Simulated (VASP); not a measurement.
Write the native input for VASP 6.6.1 that does the following.

- Task: electric field gradients
- Functional: PBEsol
- Potentials or basis: VASP PAW PBE potentials, release 64 (Ge_d)
- Cutoff: 520 eV
- k mesh: 11 × 11 × 6
- Occupations: fermi-dirac, width 0.05 eV
- Spin: no spin polarisation
- Dipole correction: no
- Further INCAR settings: ALGO = Normal; EDIFF = 1e-08; NBANDS = 36

The structure of Ge lies in POSCAR:

```
Ge
1.0
    4.0759897844      0.0000000000      0.0000000000
   -2.0379948922      3.5299106989      0.0000000000
    0.0000000000      0.0000000000      6.7288103778
Ge
4
Direct
    0.6666666667      0.3333333333      0.0629012500
    0.3333333333      0.6666666667      0.5629012500
    0.6666666667      0.3333333333      0.4370987500
    0.3333333333      0.6666666667      0.9370987500
```

This cell differs from its parent crystal: volume scaled by 1.06.

One way to write it, as run:

INCAR

```
SYSTEM = Ge
PREC = Accurate ; ENCUT = 520
EDIFF = 1E-8 ; ISMEAR = -1
SIGMA = 0.05 ; LREAL = .FALSE.
LASPH = .TRUE. ; NELM = 80
ALGO = Normal ; ISIF = 2
LWAVE = .FALSE. ; LCHARG = .FALSE.
GGA = PS ; LEFG = .TRUE.
NBANDS = 36
```

KPOINTS

```
Automatic mesh
0
G
  11 11 6
  0 0 0
```

Potentials or basis: VASP PAW PBE potentials, release 64 (Ge_d).

Command:

```bash
$ cat potpaw_PBE.64/Ge_d/POTCAR > POTCAR
$ mpirun -np 1 vasp_std > vasp.out
```

Results of the run:

```json
{
  "Pressure": "-3.5 GPa",
  "Largest force": "0.020 eV/Å",
  "Band gap on the k mesh": "zero (filled and empty bands touch)"
}
```

Caveat: without QUAD_EFG the Cq values of the log hold for a quadrupole moment of 1 mb, not for the nuclei; the PAW data sets were made with another functional, which shifts forces and pressure a little.

Wall time 4.4 min on 1 thread of Oxide Virtual Turin-like Processor (shared host), peak memory 0.26 GiB.
